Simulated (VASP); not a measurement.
Wanted: the native input for a VASP 6.6.1 run.

- Task: single point
- Functional: LDA
- Potentials or basis: VASP PAW LDA potentials, release 64 (In_d, Sb)
- Cutoff: 520 eV
- k mesh: 12 × 12 × 12
- Occupations: gaussian, width 0.1 eV
- Spin: no spin polarisation
- Dipole correction: no
- Further INCAR settings: ALGO = Normal; EDIFF = 1e-07; NBANDS = 16

The structure of InSb lies in POSCAR:

```
InSb
1.0
    0.0000000000      3.2250617388      3.2250617388
    3.2250617388      0.0000000000      3.2250617388
    3.2250617388      3.2250617388      0.0000000000
In Sb
1 1
Direct
    0.0000000000      0.0000000000      0.0000000000
    0.7500000000      0.7500000000      0.7500000000
```

One way to write it, as run:

INCAR

```
SYSTEM = InSb
ALGO = Normal
EDIFF = 1E-7
ENCUT = 520
ISIF = 2
ISMEAR = 0
LASPH = .True.
LCHARG = .True.
LELF = .True.
LREAL = .False.
LVHAR = .True.
LWAVE = .False.
NBANDS = 16
NELM = 60
PREC = Accurate
SIGMA = 0.1
```

KPOINTS

```
k-points
0
Gamma
  12 12 12
  0 0 0
```

Potentials or basis: VASP PAW LDA potentials, release 64 (In_d, Sb).

The run is started by

```console
$ cat potpaw_LDA.64/In_d/POTCAR potpaw_LDA.64/Sb/POTCAR > POTCAR
$ mpirun -np 1 vasp_std > vasp.out
```

Results of the run:

The pressure is 0.1 GPa. The band gap on the k mesh is zero (filled and empty bands touch).

Caveat: spin-orbit coupling is left out, which moves the levels of the heavy elements.

Run time: 2.1 min on 1 thread of AMD EPYC 7R43 64-Core Processor (Zen 3), with other jobs on the host, peak memory 0.19 GiB.
